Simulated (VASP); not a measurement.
**Li5H: single point with PBE**

The system is Li5H, a slab with vacuum.

```
CELL_PARAMETERS angstrom
3.44000 0.00000 0.00000
0.00000 3.44000 0.00000
0.00000 0.00000 20.00000
ATOMIC_POSITIONS crystal
Li 0.00000 0.00000 0.32500
Li 0.50000 0.50000 0.41100
Li 0.00000 0.00000 0.49700
Li 0.50000 0.50000 0.58300
Li 0.00000 0.00000 0.66900
H 0.50000 0.50000 0.71400
```

```json
{
  "Program": "VASP 6.6.1",
  "Task": "single point",
  "Functional": "PBE",
  "Potentials or basis": "VASP PAW PBE potentials, release 64 (Li_sv, H)",
  "Cutoff": "520 eV",
  "k mesh": "8 × 8 × 1",
  "Occupations": "fermi-dirac, width 0.1 eV",
  "Spin": "no spin polarisation",
  "Dipole correction": "no",
  "Further INCAR settings": "ALGO = Normal; EDIFF = 1e-06; NBANDS = 17"
}
```

```json
{
 "Largest force": "1.271 eV/Å",
 "Band gap on the k mesh": "zero (bands 8 and 9 overlap by 0.98 eV)"
}
```

Forces in eV/Å, atoms in the order of the input:
```
Li   0.000  0.000 -0.055
Li   0.000  0.000  0.064
Li   0.000  0.000 -0.069
Li   0.000  0.000  0.314
Li   0.000  0.000  1.018
H    0.000  0.000 -1.271
```

Levels at points of the mesh, in eV from the Fermi level:
```tsv
k point	band 6	band 7	band 8	band 9	band 10	band 11
(0.00, 0.00, 0.00)	-3.47	-2.96	-1.89	-0.39	1.28	3.13
(0.50, 0.00, 0.00)	-1.93	-0.93	-0.77	-0.29	0.11	2.46
(0.50, 0.50, 0.00)	-0.46	0.60	0.60	1.66	1.66	3.20
```

Run time: 89 s on 1 thread of AMD EPYC 7R43 64-Core Processor (Zen 3), on a shared host, peak memory 0.29 GiB.
